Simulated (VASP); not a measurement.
**Ni: single point with PBE**

Ni:

```
Ni
1.0
     0.00000    1.75969    1.75969
     1.75969    0.00000    1.75969
     1.75969    1.75969    0.00000
Ni
1
Cartesian
  0.0000 0.0000 0.0000
```

```json
{
  "Program": "VASP 6.6.1",
  "Task": "single point",
  "Functional": "PBE",
  "Potentials or basis": "VASP PAW PBE potentials, release 64 (Ni)",
  "Cutoff": "520 eV",
  "k mesh": "8 × 8 × 8",
  "Occupations": "fermi-dirac, width 0.1 eV",
  "Spin": "collinear spin, ferromagnetic start",
  "Starting moments": "[0.672] μB",
  "Dipole correction": "no",
  "Further INCAR settings": "ALGO = Normal; EDIFF = 1e-06; NBANDS = 15"
}
```

The pressure is 0.4 GPa. The net moment is 0.69 μB per cell and the site moments are Ni +0.70 μB. The valence electrons inside the program's atomic spheres are Ni 9.30.

Levels at points of the mesh, in eV from the Fermi level:
Spin up:
```
           k point  band 2  band 3  band 4  band 5  band 6  band 7  band 8  band 9
(0.00, 0.00, 0.00)   -2.46   -2.46   -2.46   -1.30   -1.30   23.72   27.56   27.56
(0.50, 0.00, 0.00)   -2.45   -2.45   -0.64   -0.64   -0.28    5.63   22.21   24.64
(0.50, 0.50, 0.00)   -4.21   -0.60   -0.51   -0.51    2.45    9.19   14.81   14.81
```
Spin down:
| k point | band 1 | band 2 | band 3 | band 4 | band 5 | band 6 | band 7 | band 8 | band 9 |
| --- | --- | --- | --- | --- | --- | --- | --- | --- | --- |
| (0.00, 0.00, 0.00) | -9.01 | -1.66 | -1.66 | -1.66 | -0.64 | -0.64 | 23.57 | 27.56 | 27.56 |
| (0.50, 0.00, 0.00) | -4.37 | -1.77 | -1.77 | -0.33 | 0.18 | 0.18 | 6.09 | 22.07 | 24.75 |
| (0.50, 0.50, 0.00) | -4.27 | -3.55 | 0.09 | 0.41 | 0.41 | 2.43 | 9.47 | 14.84 | 14.84 |

Run time: 5.9 s on 1 thread of Intel(R) Xeon(R) 6975P-C (Granite Rapids) (shared host), peak memory 0.13 GiB.

Caveat: the k points lie up to 0.39 Å⁻¹ apart.
